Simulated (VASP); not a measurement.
# TiB2 in VASP: settings compared, part 2 of 3

VASP 6.6.1. Earlier steps stand in the parts before.

### 4 Single point, r2SCAN

This run uses another cell than the first one, of 8.89 Å³/atom, 1.040 times its volume.

POSCAR

```
TiB2
1.0
    3.0690624661      0.0000000000      0.0000000000
   -1.5345312330      2.6578860614      0.0000000000
    0.0000000000      0.0000000000      3.2708838193
Ti B
1 2
Direct
    0.0000000000      0.0000000000      0.0000000000
    0.6666666667      0.3333333333      0.5000000000
    0.3333333333      0.6666666667      0.5000000000
```

INCAR.step1

```
PREC     = Accurate       # precision mode
ENCUT    = 520            # plane-wave cutoff, eV
ISMEAR   = -1             # smearing method
SIGMA    = 0.05           # smearing width, eV
LREAL    = F              # projectors in reciprocal space
LASPH    = T              # aspherical terms in the spheres
NELM     = 60             # most SCF steps
NBANDS   = 16             # bands
GGA      = PE             # functional
ALGO     = Normal         # electronic algorithm
EDIFF    = 1E-4           # SCF threshold, eV
LWAVE    = T              # write WAVECAR
LCHARG   = F              # write CHGCAR
```

INCAR.step2

```
PREC     = Accurate       # precision mode
ENCUT    = 520            # plane-wave cutoff, eV
EDIFF    = 1E-7           # SCF threshold, eV
ISMEAR   = -1             # smearing method
SIGMA    = 0.05           # smearing width, eV
LREAL    = F              # projectors in reciprocal space
LASPH    = T              # aspherical terms in the spheres
NELM     = 60             # most SCF steps
ALGO     = Normal         # electronic algorithm
ISIF     = 2              # what is computed and relaxed
LWAVE    = F              # write WAVECAR
LCHARG   = F              # write CHGCAR
METAGGA  = R2SCAN         # meta-GGA
LMIXTAU  = T            
NBANDS   = 16             # bands
ISTART   = 1
```

KPOINTS

```
regular mesh
0
Gamma
  10 10 8
```

Potentials or basis: VASP PAW PBE potentials, release 64 (Ti_sv, B).

Command:

```bash
$ cat potpaw_PBE.64/Ti_sv/POTCAR potpaw_PBE.64/B/POTCAR > POTCAR
$ cp INCAR.step1 INCAR
$ mpirun -np 1 vasp_std > vasp.out
$ cp INCAR.step2 INCAR
$ mpirun -np 1 vasp_std > vasp.out
```

OUTCAR:

```text
PREC = Accurate
   ENCUT = 520
   EDIFF = 1E-7
   ISMEAR = -1
   LREAL = F
   LASPH = T
   NELM = 60
   ISIF = 2
   METAGGA = R2SCAN
   ISTART = 1

 ion  position               nearest neighbor table
   1  0.000  0.000  0.000-   2 2.41   3 2.41   2 2.41   3 2.41   3 2.41   3 2.41   2 2.41   2 2.41
                             2 2.41   2 2.41   3 2.41   3 2.41
   2  0.667  0.333  0.500-   3 1.77   3 1.77   3 1.77   1 2.41   1 2.41   1 2.41   1 2.41   1 2.41
                             1 2.41
   3  0.333  0.667  0.500-   2 1.77   2 1.77   2 1.77   1 2.41   1 2.41   1 2.41   1 2.41   1 2.41
                             1 2.41

  LATTYP: Found a hexagonal cell.
 ALAT       =     3.0690624661
 C/A-ratio  =     1.0657599366

  Lattice vectors:

 A1 = (   3.0690624661,   0.0000000000,   0.0000000000)
 A2 = (  -1.5345312330,   2.6578860614,   0.0000000000)
 A3 = (   0.0000000000,   0.0000000000,   3.2708838193)

Analysis of symmetry for initial positions (statically):
=====================================================================
 Subroutine PRICEL returns:
 Original cell was already a primitive cell.

 Routine SETGRP: Setting up the symmetry group for a
 hexagonal supercell.

 Subroutine GETGRP returns: Found 24 space group operations
 (whereof 24 operations were pure point group operations)
 out of a pool of 24 trial point group operations.

The static configuration has the point symmetry D_6h.

Analysis of symmetry for dynamics (positions and initial velocities):
=====================================================================
 Subroutine PRICEL returns:
 Original cell was already a primitive cell.

 Routine SETGRP: Setting up the symmetry group for a
 hexagonal supercell.

 Subroutine GETGRP returns: Found 24 space group operations
 (whereof 24 operations were pure point group operations)
 out of a pool of 24 trial point group operations.

[... 115 lines left out ...]
   EMIN   =  10.00;   EMAX   =-10.00  energy-range for DOS
   EFERMI =   0.00;   METHOD = LEGACY
   ISMEAR =    -1;   SIGMA  =   0.05  broadening in eV -4-tet -1-fermi 0-gaus
   EFERMI_NEDOS =   21; number of points for ismear=-14 and -15
   IALGO  =     38    algorithm
   IMIX   =      4    mixing-type and parameters
     AMIX     =   0.40;   BMIX     =  1.00
     AMIX_MAG =   1.60;   BMIX_MAG =  1.00
  volume/ion in A,a.u.               =       8.89        60.02
  Fermi-wavevector in a.u.,A,eV,Ry     =   1.435809  2.713285 28.049047  2.061547
  Thomas-Fermi vector in A             =   2.555066
   LORBIT       =      0    0 simple, 1 ext, 2 COOP (PROOUT), +10 PAW based schemes
   METAGGA = R2SCAN    functional components
   LHFCALC =     F    Hartree Fock is set to
   AEXX    =    0.0000 exact exchange contribution
   IVDW    =     0    specifies the selected vdW correction
   LEPSILON=     F    determine dielectric tensor
   LRPA    =     F    only Hartree local field effects (RPA)
 non-spin polarized calculation
  energy-cutoff  :      520.00
  volume of cell :       26.68
 maximum number of plane-waves:       736
 NGX is ok and might be reduce to    24
   NGX = 11   NGY = 11   NGZ = 13

 number of electron      18.0000001 magnetization

 Free energy of the ion-electron system (eV)
  ---------------------------------------------------
  ext. energy  EPLUGINS =         0.00000000
  ---------------------------------------------------
  free energy    TOTEN  =       -30.93476790 eV

  energy without entropy =      -30.92812362  energy(sigma->0) =      -30.93144576

 E-fermi :   9.6659     XC(G=0): -13.5308

 val. band max:        9.6591993214   @ k =   0.1000   0.0000   0.3750
 cond. band min:       9.6720270811   @ k =   0.3000   0.2000   0.0000
 fundamental gap:      0.0128277597
 Fermi energy:         9.6658751158

 k-point     1 :       0.0000    0.0000    0.0000
  band No.  band energies     occupation
      1     -49.7810      2.00000
      2     -25.0805      2.00000
      3     -24.7854      2.00000
      4     -24.7853      2.00000
      5      -4.5325      2.00000
      6       7.0362      2.00000
[... 433 lines left out ...]
      3     -25.0399      2.00000
      4     -24.8867      2.00000
      5      -0.7398      2.00000
      6       0.8329      2.00000
[... 8 lines left out ...]
     15      18.2043      0.00000
     16      19.3019      0.00000

 [... further k-points ...]
[... 5 lines left out ...]
  --------------------------------------------------------------------------------------
  -------------------------------------------------------------------------------------
  Total       -1.7832454     -1.7832454     -1.3268922     -0.0000000     -0.0000000     -0.0000000
  in kB     -107.0815084   -107.0815084    -79.6781106     -0.0000000     -0.0000000     -0.0000000
  external PRESSURE =     -97.9470424 kB  Pullay stress =       0.0000000 kB

 VOLUME and BASIS-vectors are now :
 -----------------------------------------------------------------------------
  energy-cutoff  :      520.00
  volume of cell :       26.68
      direct lattice vectors                 reciprocal lattice vectors
     3.069062466  0.000000000  0.000000000     0.325832404  0.188119426  0.000000000
    -1.534531233  2.657886061  0.000000000     0.000000000  0.376238852  0.000000000
     0.000000000  0.000000000  3.270883819     0.000000000  0.000000000  0.305727765

 POSITION                                       TOTAL-FORCE (eV/Angst)
 -----------------------------------------------------------------------------------
      0.00000      0.00000      0.00000         0.000000      0.000000     -0.000000
      1.53453      0.88596      1.63544        -0.000000      0.000000     -0.000000
     -0.00000      1.77192      1.63544         0.000000     -0.000000      0.000000
 -----------------------------------------------------------------------------------
    total drift:                               -0.000000      0.000000      0.000000

  FREE ENERGIE OF THE ION-ELECTRON SYSTEM (eV)
  ---------------------------------------------------
  free  energy   TOTEN  =       -30.9347679030 eV

  energy  without entropy=      -30.9281236222  energy(sigma->0) =      -30.93144576
```

OUTCAR.step1:

```text
PREC = Accurate
   ENCUT = 520
   ISMEAR = -1
   LREAL = F
   LASPH = T
[... 684 lines left out ...]
      0.00000      0.00000      0.00000         0.000000      0.000000      0.000000
      1.53453      0.88596      1.63544         0.000000      0.000000      0.000000
     -0.00000      1.77192      1.63544        -0.000000     -0.000000     -0.000000
 -----------------------------------------------------------------------------------
    total drift:                               -0.000000      0.000000      0.000000

  FREE ENERGIE OF THE ION-ELECTRON SYSTEM (eV)
  ---------------------------------------------------
  free  energy   TOTEN  =       -24.3974132831 eV

  energy  without entropy=      -24.3909280406  energy(sigma->0) =      -24.39417066
```

Wall time 64 s (1 thread of Intel Xeon Platinum 8488C (Sapphire Rapids), shared host); peak memory 0.16 GiB.

Results:

```yaml
Free_energy: -30.9348 eV
Pressure: -9.8 GPa
Band_gap_on_the_k_mesh: zero (band 9 reaches 10.14 eV, above the bottom of band 10 at 9.51 eV)
```

Levels at points of the mesh, in eV from the Fermi level:
| k point | band 5 | band 6 | band 7 | band 8 | band 9 | band 10 | band 11 | band 12 | band 13 | band 14 |
| --- | --- | --- | --- | --- | --- | --- | --- | --- | --- | --- |
| (0.00, 0.00, 0.00) | -14.20 | -2.63 | -2.63 | -2.53 | -2.04 | 1.92 | 1.92 | 3.72 | 3.72 | 5.83 |
| (0.50, 0.00, 0.00) | -9.90 | -9.75 | -3.42 | -3.28 | -2.22 | 1.37 | 2.76 | 3.24 | 3.41 | 7.47 |
| (0.00, 0.00, 0.50) | -12.35 | -7.91 | -0.57 | -0.57 | -0.15 | -0.15 | 0.50 | 0.50 | 1.72 | 6.76 |
| (0.50, 0.00, 0.50) | -10.28 | -7.99 | -4.75 | -3.90 | -3.44 | 2.53 | 2.93 | 4.39 | 4.59 | 5.29 |

Caveat: the PAW data sets were made with another functional, which shifts forces and pressure a little.

### 5 Single point, PBEsol (volume scaled by 0.96)

INCAR

```
PREC = Accurate ; ENCUT = 520
EDIFF = 1E-6 ; ISMEAR = -1
SIGMA = 0.05 ; LREAL = F
LASPH = T ; NELM = 80
ALGO = Normal ; ISIF = 2
LWAVE = F ; LCHARG = F
GGA = PS ; NBANDS = 16
```

KPOINTS

```
Automatic mesh
0
Gamma
  10 10 8
```

POSCAR

```
TiB2
1.0
    2.9882598462      0.0000000000      0.0000000000
   -1.4941299231      2.5879089399      0.0000000000
    0.0000000000      0.0000000000      3.1847676243
Ti B
1 2
Direct
    0.0000000000      0.0000000000      0.0000000000
    0.6666666667      0.3333333333      0.5000000000
    0.3333333333      0.6666666667      0.5000000000
```

Potentials or basis: VASP PAW PBE potentials, release 64 (Ti_sv, B).

Command:

```bash
$ cat potpaw_PBE.64/Ti_sv/POTCAR potpaw_PBE.64/B/POTCAR > POTCAR
$ mpirun -np 1 vasp_std > vasp.out
```

OUTCAR:

```text
PREC = Accurate
   ENCUT = 520
   EDIFF = 1E-6
   ISMEAR = -1
   LREAL = F
   LASPH = T
   NELM = 80
   ISIF = 2
   GGA = PS

 ion  position               nearest neighbor table
   1  0.000  0.000  0.000-   2 2.35   3 2.35   2 2.35   3 2.35   3 2.35   3 2.35   2 2.35   2 2.35
                             2 2.35   2 2.35   3 2.35   3 2.35
   2  0.667  0.333  0.500-   3 1.73   3 1.73   3 1.73   1 2.35   1 2.35   1 2.35   1 2.35   1 2.35
                             1 2.35
   3  0.333  0.667  0.500-   2 1.73   2 1.73   2 1.73   1 2.35   1 2.35   1 2.35   1 2.35   1 2.35
                             1 2.35

  LATTYP: Found a hexagonal cell.
[... 646 lines left out ...]
     16      20.2283      0.00000

 [... further k-points ...]
[... 5 lines left out ...]
  --------------------------------------------------------------------------------------
  -------------------------------------------------------------------------------------
  Total        1.2192852      1.2192852      0.4877755      0.0000000      0.0000000      0.0000000
  in kB       79.3178198     79.3178198     31.7311273      0.0000000      0.0000000      0.0000000
  external PRESSURE =      63.4555889 kB  Pullay stress =       0.0000000 kB

 VOLUME and BASIS-vectors are now :
 -----------------------------------------------------------------------------
  energy-cutoff  :      520.00
  volume of cell :       24.63
      direct lattice vectors                 reciprocal lattice vectors
     2.988259846  0.000000000  0.000000000     0.334642920  0.193206180  0.000000000
    -1.494129923  2.587908940  0.000000000     0.000000000  0.386412360  0.000000000
     0.000000000  0.000000000  3.184767624     0.000000000  0.000000000  0.313994651

 POSITION                                       TOTAL-FORCE (eV/Angst)
 -----------------------------------------------------------------------------------
      0.00000      0.00000      0.00000         0.000000      0.000000     -0.000000
      1.49413      0.86264      1.59238         0.000000      0.000000     -0.000000
     -0.00000      1.72527      1.59238        -0.000000      0.000000      0.000000
 -----------------------------------------------------------------------------------
    total drift:                               -0.000000      0.000000      0.000000

  FREE ENERGIE OF THE ION-ELECTRON SYSTEM (eV)
  ---------------------------------------------------
  free  energy   TOTEN  =       -25.7738397007 eV

  energy  without entropy=      -25.7676422873  energy(sigma->0) =      -25.77074099
```

OSZICAR:

```text
N       E                     dE             d eps       ncg     rms          rms(c)
DAV:   1     0.118559666771E+03    0.11856E+03   -0.90291E+03  2240   0.129E+03
DAV:   2    -0.242558564335E+02   -0.14282E+03   -0.13788E+03  2504   0.340E+02
DAV:   3    -0.307933829555E+02   -0.65375E+01   -0.64880E+01  3128   0.714E+01
DAV:   4    -0.309167351267E+02   -0.12335E+00   -0.12330E+00  2880   0.887E+00
DAV:   5    -0.309194542689E+02   -0.27191E-02   -0.27191E-02  3112   0.108E+00    0.180E+01
DAV:   6    -0.257709778971E+02    0.51485E+01   -0.19535E+01  3176   0.497E+01    0.405E+00
DAV:   7    -0.257717097704E+02   -0.73187E-03   -0.91232E-01  2384   0.109E+01    0.366E+00
DAV:   8    -0.257758605010E+02   -0.41507E-02   -0.80227E-02  3600   0.233E+00    0.640E-01
DAV:   9    -0.257741560150E+02    0.17045E-02   -0.27100E-02  2736   0.211E+00    0.219E-01
DAV:  10    -0.257738410149E+02    0.31500E-03   -0.20875E-03  2784   0.579E-01    0.671E-02
DAV:  11    -0.257738694063E+02   -0.28391E-04   -0.37880E-04  3080   0.221E-01    0.719E-02
DAV:  12    -0.257738395417E+02    0.29865E-04   -0.11773E-04  2576   0.142E-01    0.150E-02
DAV:  13    -0.257738397007E+02   -0.15898E-06   -0.50500E-06  2736   0.194E-02
   1 F= -.25773840E+02 E0= -.25770741E+02  d E =-.619741E-02
```

stdout:

```text
POSCAR found type information on POSCAR TiB
 POSCAR found :  2 types and       3 ions
 scaLAPACK will be used
 -----------------------------------------------------------------------------
|                                                                             |
|                                                                             |
|     You enforced a specific xc type in the INCAR file but a different       |
|     I HOPE YOU KNOW WHAT YOU ARE DOING!                                     |
|                                                                             |
 -----------------------------------------------------------------------------

 LDA part: xc-table for (Slater+PW92), standard interpolation
 POSCAR, INCAR and KPOINTS ok, starting setup
 FFT: planning ... GRIDC
 FFT: planning ... GRID_SOFT
 FFT: planning ... GRID
 WAVECAR not read
 entering main loop
```

Wall time 8.1 s (1 thread of Intel Xeon 6975P-C (Granite Rapids), shared host); peak memory 0.15 GiB.

What came out:

| Item | Value |
| --- | --- |
| Free energy | -25.7738 eV |
| Pressure | 6.3 GPa |
| Band gap on the k mesh | zero (band 9 reaches 10.76 eV, above the bottom of band 10 at 10.17 eV) |

Stress tensor (GPa, compression positive):
```
7.93 0.00 0.00
0.00 7.93 0.00
0.00 0.00 3.17
```

Caveat: the cell differs from its parent crystal (volume scaled by 0.96); the PAW data sets were made with another functional, which shifts forces and pressure a little.

(Part 2 of 3 ends here.)
